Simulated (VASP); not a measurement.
# Al4Bi3As (P-43m) in VASP: a series of runs

Runs on Al4Bi3As. Level: r2SCAN. Tasks: single point.

Program: VASP 6.6.1. These are calculated values, not measurements. Logs are shortened: lines on timing, memory, paths and dates and some standing lists are left out, and cuts for length are marked.

## 1. The cell of the first run

It takes space group P-43m (No. 215, cubic). Conventional cell: a = 6.189 Å, b = 6.189 Å, c = 6.189 Å, α = 90.00°, β = 90.00°, γ = 90.00°. As (site symmetry -43m) has 4 Al at 2.54 Å within 3.3 Å. Al (site symmetry 3m) has 1 As at 2.54 Å and 3 Bi at 2.73 Å within 3.3 Å. Bi (site symmetry -42m) has 4 Al at 2.73 Å within 3.6 Å.

## 2. Single point, r2SCAN

The input, POSCAR:

```
Al4Bi3As
1.0
    6.1887900600      0.0000000000      0.0000000000
    0.0000000000      6.1887900600      0.0000000000
    0.0000000000      0.0000000000      6.1887900600
As Al Bi
1 4 3
Direct
    0.0000000000      0.0000000000      0.0000000000
    0.7632712754      0.7632712754      0.7632712754
    0.2367287246      0.2367287246      0.7632712754
    0.2367287246      0.7632712754      0.2367287246
    0.7632712754      0.2367287246      0.2367287246
    0.5000000000      0.5000000000      0.0000000000
    0.5000000000      0.0000000000      0.5000000000
    0.0000000000      0.5000000000      0.5000000000
```

The input, INCAR.step1:

```
SYSTEM = Al4Bi3As
ALGO = Normal
EDIFF = 1E-4
ENCUT = 520
GGA = PE
ISMEAR = -1
LASPH = .True.
LCHARG = .False.
LREAL = .False.
LWAVE = .True.
NBANDS = 41
NELM = 60
PREC = Accurate
SIGMA = 0.02
```

The input, INCAR.step2:

```
SYSTEM = Al4Bi3As
ALGO = Normal
EDIFF = 1E-6
ENCUT = 520
ISIF = 2
ISMEAR = -1
ISTART = 1
LASPH = .True.
LCHARG = .True.
LELF = .True.
LMIXTAU = .True.
LREAL = .False.
LVHAR = .True.
LWAVE = .False.
METAGGA = R2SCAN
NBANDS = 41
NELM = 60
PREC = Accurate
SIGMA = 0.02
```

The input, KPOINTS:

```
k-points
0
Gamma
  4 4 4
  0 0 0
```

Potentials or basis: VASP PAW PBE potentials, release 64 (As, Al, Bi_d).

The run is started by

```
cat potpaw_PBE.64/As/POTCAR potpaw_PBE.64/Al/POTCAR potpaw_PBE.64/Bi_d/POTCAR > POTCAR
cp INCAR.step1 INCAR
mpirun -np 1 vasp_std > vasp.out
cp INCAR.step2 INCAR
mpirun -np 1 vasp_std > vasp.out
```

OUTCAR:

```text
SYSTEM = Al4Bi3As
   EDIFF = 1E-6
   ENCUT = 520
   ISIF = 2
   ISMEAR = -1
   ISTART = 1
   LASPH = .True.
   LREAL = .False.
   METAGGA = R2SCAN
   NELM = 60
   PREC = Accurate

 ion  position               nearest neighbor table
   1  0.000  0.000  0.000-   2 2.54   3 2.54   4 2.54   5 2.54
   2  0.763  0.763  0.763-   1 2.54   6 2.73   7 2.73   8 2.73
   3  0.237  0.237  0.763-   1 2.54   6 2.73   7 2.73   8 2.73
   4  0.237  0.763  0.237-   1 2.54   6 2.73   7 2.73   8 2.73
   5  0.763  0.237  0.237-   1 2.54   6 2.73   7 2.73   8 2.73
   6  0.500  0.500  0.000-   2 2.73   3 2.73   4 2.73   5 2.73
   7  0.500  0.000  0.500-   2 2.73   3 2.73   4 2.73   5 2.73
   8  0.000  0.500  0.500-   2 2.73   3 2.73   4 2.73   5 2.73

  LATTYP: Found a simple cubic cell.
 ALAT       =     6.1887900600

  Lattice vectors:

 A1 = (   6.1887900600,   0.0000000000,   0.0000000000)
 A2 = (   0.0000000000,   6.1887900600,   0.0000000000)
 A3 = (   0.0000000000,   0.0000000000,   6.1887900600)

Analysis of symmetry for initial positions (statically):
=====================================================================
 Subroutine PRICEL returns:
 Original cell was already a primitive cell.

 Routine SETGRP: Setting up the symmetry group for a
 simple cubic supercell.

 Subroutine GETGRP returns: Found 24 space group operations
 (whereof 24 operations were pure point group operations)
 out of a pool of 48 trial point group operations.

The static configuration has the point symmetry T_d .

Analysis of symmetry for dynamics (positions and initial velocities):
=====================================================================
 Subroutine PRICEL returns:
 Original cell was already a primitive cell.

 Routine SETGRP: Setting up the symmetry group for a
 simple cubic supercell.

 Subroutine GETGRP returns: Found 24 space group operations
 (whereof 24 operations were pure point group operations)
 out of a pool of 48 trial point group operations.

The dynamic configuration has the point symmetry T_d .

 Subroutine INISYM returns: Found 24 space group operations
 (whereof 24 operations are pure point group operations),
 and found     1 'primitive' translations

----------------------------------------------------------------------------------------

                                     Primitive cell

  volume of cell :     237.0376

  direct lattice vectors                    reciprocal lattice vectors
     6.188790060  0.000000000  0.000000000     0.161582473  0.000000000  0.000000000
     0.000000000  6.188790060  0.000000000     0.000000000  0.161582473  0.000000000
     0.000000000  0.000000000  6.188790060     0.000000000  0.000000000  0.161582473

  length of vectors
     6.188790060  6.188790060  6.188790060     0.161582473  0.161582473  0.161582473

  position of ions in fractional coordinates (direct lattice)
     0.000000000  0.000000000  0.000000000
     0.763271275  0.763271275  0.763271275
     0.236728725  0.236728725  0.763271275
     0.236728725  0.763271275  0.236728725
     0.763271275  0.236728725  0.236728725
     0.500000000  0.500000000  0.000000000
     0.500000000  0.000000000  0.500000000
     0.000000000  0.500000000  0.500000000

  ion indices of the primitive-cell ions
   primitive index   ion index
                 1           1
                 2           2
                 3           3
                 4           4
                 5           5
                 6           6
                 7           7
                 8           8

----------------------------------------------------------------------------------------

 KPOINTS: k-points

Automatic generation of k-mesh.
 Grid dimensions read from file:
 generate k-points for:    4    4    4

 Generating k-lattice:

  Cartesian coordinates                     Fractional coordinates (reciprocal lattice)
     0.040395618  0.000000000  0.000000000     0.250000000  0.000000000  0.000000000
     0.000000000  0.040395618  0.000000000     0.000000000  0.250000000  0.000000000
     0.000000000  0.000000000  0.040395618     0.000000000  0.000000000  0.250000000

  Length of vectors
     0.040395618  0.040395618  0.040395618

  Shift w.r.t. Gamma in fractional coordinates (k-lattice)
     0.000000000  0.000000000  0.000000000

 Subroutine IBZKPT returns following result:
 ===========================================

 Found     10 irreducible k-points:

 Following reciprocal coordinates:
            Coordinates               Weight
  0.000000  0.000000  0.000000      1.000000
  0.250000  0.000000  0.000000      6.000000
  0.500000  0.000000  0.000000      3.000000
  0.250000  0.250000  0.000000     12.000000
  0.500000  0.250000  0.000000     12.000000
  0.500000  0.500000  0.000000      3.000000
  0.250000  0.250000  0.250000      8.000000
  0.500000  0.250000  0.250000     12.000000
  0.500000  0.500000  0.250000      6.000000
  0.500000  0.500000  0.500000      1.000000
[... 82 lines left out ...]
     40       7.9327      0.00000
     41       7.9327      0.00000

 k-point     2 :       0.2500    0.0000    0.0000
  band No.  band energies     occupation
      1     -18.2097      2.00000
      2     -18.2097      2.00000
      3     -18.2094      2.00000
      4     -18.1985      2.00000
      5     -18.1939      2.00000
      6     -18.1939      2.00000
[... 33 lines left out ...]
     40       8.7635      0.00000
     41       8.7635      0.00000

 k-point     3 :       0.5000    0.0000    0.0000
  band No.  band energies     occupation
      1     -18.2093      2.00000
      2     -18.2093      2.00000
      3     -18.2085      2.00000
      4     -18.1995      2.00000
      5     -18.1856      2.00000
      6     -18.1856      2.00000
[... 33 lines left out ...]
     40       9.0529      0.00000
     41       9.0529      0.00000

 k-point     4 :       0.2500    0.2500    0.0000
  band No.  band energies     occupation
      1     -18.2109      2.00000
      2     -18.2095      2.00000
      3     -18.2073      2.00000
      4     -18.1951      2.00000
      5     -18.1937      2.00000
      6     -18.1916      2.00000
[... 33 lines left out ...]
     40       8.6820      0.00000
     41       9.3537      0.00000

 k-point     5 :       0.5000    0.2500    0.0000
  band No.  band energies     occupation
      1     -18.2113      2.00000
      2     -18.2093      2.00000
      3     -18.2061      2.00000
      4     -18.1951      2.00000
      5     -18.1865      2.00000
      6     -18.1860      2.00000
[... 33 lines left out ...]
     40       9.2803      0.00000
     41       9.3104      0.00000

 k-point     6 :       0.5000    0.5000    0.0000
  band No.  band energies     occupation
      1     -18.2122      2.00000
      2     -18.2093      2.00000
      3     -18.2048      2.00000
      4     -18.1875      2.00000
      5     -18.1875      2.00000
      6     -18.1866      2.00000
[... 33 lines left out ...]
     40       9.3497      0.00000
     41       9.5209      0.00000

 k-point     7 :       0.2500    0.2500    0.2500
  band No.  band energies     occupation
      1     -18.2127      2.00000
      2     -18.2072      2.00000
      3     -18.2072      2.00000
      4     -18.1931      2.00000
      5     -18.1914      2.00000
      6     -18.1914      2.00000
[... 33 lines left out ...]
     40       9.0033      0.00000
     41       9.3802      0.00000

 k-point     8 :       0.5000    0.2500    0.2500
  band No.  band energies     occupation
      1     -18.2135      2.00000
      2     -18.2071      2.00000
      3     -18.2058      2.00000
      4     -18.1926      2.00000
      5     -18.1870      2.00000
      6     -18.1863      2.00000
[... 33 lines left out ...]
     40       9.2714      0.00000
     41       9.5599      0.00000

 k-point     9 :       0.5000    0.5000    0.2500
  band No.  band energies     occupation
      1     -18.2147      2.00000
      2     -18.2066      2.00000
      3     -18.2049      2.00000
      4     -18.1877      2.00000
      5     -18.1877      2.00000
      6     -18.1873      2.00000
[... 33 lines left out ...]
     40       8.8235      0.00000
     41       9.0514      0.00000

 k-point    10 :       0.5000    0.5000    0.5000
  band No.  band energies     occupation
      1     -18.2161      2.00000
      2     -18.2049      2.00000
      3     -18.2049      2.00000
      4     -18.1880      2.00000
      5     -18.1880      2.00000
      6     -18.1880      2.00000
[... 33 lines left out ...]
     40       8.6541      0.00000
     41       8.7599      0.00000

------------------------ aborting loop because EDIFF is reached ----------------------------------------

  FORCE on cell =-STRESS in cart. coord.  units (eV):
  Direction    XX          YY          ZZ          XY          YZ          ZX
  --------------------------------------------------------------------------------------
  -------------------------------------------------------------------------------------
  Total       -0.2548155     -0.2548155     -0.2548155     -0.0000000     -0.0000000      0.0000000
  in kB       -1.7223410     -1.7223410     -1.7223410     -0.0000000     -0.0000000      0.0000000
  external PRESSURE =      -1.7223410 kB  Pullay stress =       0.0000000 kB

 VOLUME and BASIS-vectors are now :
 -----------------------------------------------------------------------------
  energy-cutoff  :      520.00
  volume of cell :      237.04
      direct lattice vectors                 reciprocal lattice vectors
     6.188790060  0.000000000  0.000000000     0.161582473  0.000000000  0.000000000
     0.000000000  6.188790060  0.000000000     0.000000000  0.161582473  0.000000000
     0.000000000  0.000000000  6.188790060     0.000000000  0.000000000  0.161582473

 POSITION                                       TOTAL-FORCE (eV/Angst)
 -----------------------------------------------------------------------------------
      0.00000      0.00000      0.00000         0.000000      0.000000      0.000000
      4.72373      4.72373      4.72373        -0.001373     -0.001373     -0.001373
      1.46506      1.46506      4.72373         0.001373      0.001373     -0.001373
      1.46506      4.72373      1.46506         0.001373     -0.001373      0.001373
      4.72373      1.46506      1.46506        -0.001373      0.001373      0.001373
      3.09440      3.09440      0.00000         0.000000     -0.000000      0.000000
      3.09440      0.00000      3.09440         0.000000      0.000000     -0.000000
      0.00000      3.09440      3.09440         0.000000     -0.000000     -0.000000
 -----------------------------------------------------------------------------------
    total drift:                               -0.000000     -0.000000     -0.000000

  FREE ENERGIE OF THE ION-ELECTRON SYSTEM (eV)
  ---------------------------------------------------
  free  energy   TOTEN  =      -218.0668915746 eV

  energy  without entropy=     -218.0668902721  energy(sigma->0) =     -218.06689092
```

Run time: 4.1 min. Hardware: 1 thread of Intel Xeon Platinum 8488C (Sapphire Rapids), shared host; peak memory 0.4 GiB.

What came out:

```
Free energy            : -218.0669 eV
Pressure               : -0.2 GPa
Band gap on the k mesh : 0.39 eV, direct
```

Forces on the atoms (eV/Å):
```
As   0.000  0.000  0.000
Al  -0.001 -0.001 -0.001
Al   0.001  0.001 -0.001
Al   0.001 -0.001  0.001
Al  -0.001  0.001  0.001
Bi   0.000  0.000  0.000
Bi   0.000  0.000  0.000
Bi   0.000  0.000  0.000
```

Caveat: the PAW data sets were made with another functional, which shifts forces and pressure a little; spin-orbit coupling is left out, which moves the levels of the heavy elements. A k mesh can miss the band edges.

## 3. Single point, r2SCAN (volume changed by +3%)

POSCAR, as its differences from that of step 2:

```diff
@@ -2,5 +2,5 @@
 1.0
-    6.1887900600      0.0000000000      0.0000000000
-    0.0000000000      6.1887900600      0.0000000000
-    0.0000000000      0.0000000000      6.1887900600
+    6.2500691944      0.0000000000      0.0000000000
+    0.0000000000      6.2500691944      0.0000000000
+    0.0000000000      0.0000000000      6.2500691944
 As Al Bi
```

The input, INCAR.step1:

```
  PREC = Accurate
  ENCUT = 520
  ISMEAR = -1
  SIGMA = 0.02
  LREAL = F
  LASPH = T
  NELM = 60
  NBANDS = 41
  GGA = PE
  ALGO = Normal
  EDIFF = 1E-4
  LWAVE = T
  LCHARG = F
```

The input, INCAR.step2:

```
  PREC = Accurate
  ENCUT = 520
  EDIFF = 1E-6
  ISMEAR = -1
  SIGMA = 0.02
  LREAL = F
  LASPH = T
  NELM = 60
  ALGO = Normal
  ISIF = 2
  LWAVE = F
  LCHARG = F
  METAGGA = R2SCAN
  LMIXTAU = T
  NBANDS = 41
  ISTART = 1
```

The input, KPOINTS:

```
regular mesh
0
Gamma
  4 4 4
```

Potentials or basis: VASP PAW PBE potentials, release 64 (As, Al, Bi_d).

The run is started by

```
cat potpaw_PBE.64/As/POTCAR potpaw_PBE.64/Al/POTCAR potpaw_PBE.64/Bi_d/POTCAR > POTCAR
cp INCAR.step1 INCAR
mpirun -np 1 vasp_std > vasp.out
cp INCAR.step2 INCAR
mpirun -np 1 vasp_std > vasp.out
```

Run time: 4.5 min. Hardware: 1 thread of Intel Xeon Platinum 8488C (Sapphire Rapids), shared host; peak memory 0.41 GiB.

The run converged. Its results:

```yaml
Free_energy: -218.0286 eV
Pressure: -1.6 GPa
Largest_force: 0.015 eV/Å
Band_gap_on_the_k_mesh: 0.21 eV, direct
```

Forces in eV/Å, atoms in the order of the input:
```
As   0.000  0.000  0.000
Al  -0.008 -0.008 -0.008
Al   0.008  0.008 -0.008
Al   0.008 -0.008  0.008
Al  -0.008  0.008  0.008
Bi   0.000  0.000  0.000
Bi   0.000  0.000  0.000
Bi   0.000  0.000  0.000
```

Levels at points of the mesh, in eV from the valence-band top:
```csv
k point,band 29,band 30,band 31,band 32,band 33,band 34
"(0.00, 0.00, 0.00)",0.00,0.00,0.00,0.21,1.09,1.09
"(0.50, 0.00, 0.00)",-1.76,-1.11,-1.11,1.84,1.98,2.77
"(0.50, 0.50, 0.00)",-1.43,-0.89,-0.52,2.22,2.23,2.77
"(0.50, 0.50, 0.50)",-0.79,-0.46,-0.46,0.70,1.10,1.10
```

Caveat: the PAW data sets were made with another functional, which shifts forces and pressure a little; spin-orbit coupling is left out, which moves the levels of the heavy elements. A k mesh can miss the band edges.

## 4. Single point, r2SCAN (volume changed by +6%)

POSCAR, as its differences from that of step 3:

```diff
@@ -2,5 +2,5 @@
 1.0
-    6.2500691944      0.0000000000      0.0000000000
-    0.0000000000      6.2500691944      0.0000000000
-    0.0000000000      0.0000000000      6.2500691944
+    6.3101697004      0.0000000000      0.0000000000
+    0.0000000000      6.3101697004      0.0000000000
+    0.0000000000      0.0000000000      6.3101697004
 As Al Bi
```

The input, INCAR.step1:

```
SYSTEM = Al4Bi3As
PREC = Accurate
ENCUT = 520
ISMEAR = -1
SIGMA = 0.02
LREAL = .False.
LASPH = .True.
NELM = 60
NBANDS = 41
GGA = PE
ALGO = Normal
EDIFF = 1E-4
LWAVE = .True.
LCHARG = .False.
```

The input, INCAR.step2:

```
SYSTEM = Al4Bi3As
PREC = Accurate
ENCUT = 520
EDIFF = 1E-6
ISMEAR = -1
SIGMA = 0.02
LREAL = .False.
LASPH = .True.
NELM = 60
ALGO = Normal
ISIF = 2
LWAVE = .False.
LCHARG = .True.
METAGGA = R2SCAN
LMIXTAU = .True.
LELF = .True.
LVHAR = .True.
NBANDS = 41
ISTART = 1
```

The input, KPOINTS:

```
regular mesh
0
Gamma
  4 4 4
  0 0 0
```

The run is started by

```
cat potpaw_PBE.64/As/POTCAR potpaw_PBE.64/Al/POTCAR potpaw_PBE.64/Bi_d/POTCAR > POTCAR
cp INCAR.step1 INCAR
mpirun -np 1 vasp_std > vasp.out
cp INCAR.step2 INCAR
mpirun -np 1 vasp_std > vasp.out
```

Run time: 6.1 min. Hardware: 1 thread of Intel Xeon Platinum 8488C (Sapphire Rapids), shared host; peak memory 0.41 GiB.

It converged, with:

```yaml
Free_energy: -217.9341 eV
Pressure: -2.7 GPa
Largest_force: 0.017 eV/Å
Band_gap_on_the_k_mesh: 0.03 eV, direct
```

Forces on the atoms (eV/Å):
```
As   0.000  0.000  0.000
Al  -0.010 -0.010 -0.010
Al   0.010  0.010 -0.010
Al   0.010 -0.010  0.010
Al  -0.010  0.010  0.010
Bi   0.000  0.000  0.000
Bi   0.000  0.000  0.000
Bi   0.000  0.000  0.000
```

Levels at points of the mesh, in eV from the valence-band top:
```
           k point  band 27  band 28  band 29  band 30  band 31  band 32  band 33  band 34  band 35  band 36
(0.00, 0.00, 0.00)    -2.08    -2.08     0.00     0.00     0.00     0.03     1.13     1.13     1.74     1.74
(0.50, 0.00, 0.00)    -2.55    -1.71    -1.71    -1.07    -1.07     1.83     1.99     2.70     2.94     4.18
(0.50, 0.50, 0.00)    -2.45    -1.39    -1.39    -0.87    -0.50     2.17     2.17     2.70     2.70     4.38
(0.50, 0.50, 0.50)    -0.76    -0.76    -0.76    -0.44    -0.44     0.63     1.01     1.01     1.01     3.67
```

Caveat: the PAW data sets were made with another functional, which shifts forces and pressure a little; spin-orbit coupling is left out, which moves the levels of the heavy elements.

## 5. The runs side by side

```csv
cell,gap on the mesh (eV),pressure (GPa),largest force (eV/Å)
"a = 6.189 Å, 8 atoms",0.39,-0.2,-
"a = 6.250 Å, 8 atoms",0.21,-1.6,0.01
"a = 6.310 Å, 8 atoms",0.03,-2.7,0.02
```

Alike in all rows: task single point; level r2SCAN; potentials or basis VASP PAW PBE potentials, release 64 (As, Al, Bi_d); no spin polarisation; k mesh 4 × 4 × 4; cutoff (eV) 520; smearing fermi-dirac 0.02 eV.

Caveats: the PAW data sets were made with another functional, which shifts forces and pressure a little; spin-orbit coupling is left out, which moves the levels of the heavy elements.

Total energies depend on the potentials used, so only differences within one code and one set of settings carry meaning.
